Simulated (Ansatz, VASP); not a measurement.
SnSe2: VASP beside Ansatz

```
CELL_PARAMETERS angstrom
3.83987 0.00000 0.00000
-1.91993 3.32542 0.00000
0.00000 0.00000 6.01020
ATOMIC_POSITIONS crystal
Sn 0.00000 0.00000 0.00000
Se 0.33333 0.66667 0.26512
Se 0.66667 0.33333 0.73488
```

Alike in both runs: functional PBE; dispersion D3(BJ); k mesh 9 × 9 × 6; occupations gaussian, width 0.02 eV; no spin polarisation.

Ansatz relaxed the structure, and its values are those at the end. VASP's run is a single point on that final structure, the one shown.

|  | VASP | Ansatz |
| --- | --- | --- |
| version | VASP 6.6.1 | Ansatz 0.2.0 |
| potentials or method | VASP PAW PBE potentials, release 64 (Sn_d, Se), cutoff 520 eV | scalar-relativistic, plane waves, PAW |
| valence electrons in the cell | 26 | 46 |

```csv
,VASP,Ansatz,Ansatz less VASP
gap on the k mesh at the Fermi level (eV),0.38,0.38,+0.006
least direct gap on the mesh (eV),0.81,0.83,+0.011
pressure (GPa),0.1,0.0,-0.06
rms of the force components (eV/Å),0.007,0.000,-0.0065
```

VASP's potentials hold 26 valence electrons a cell and Ansatz's 46, so a difference there can come from the potentials and not from the codes.
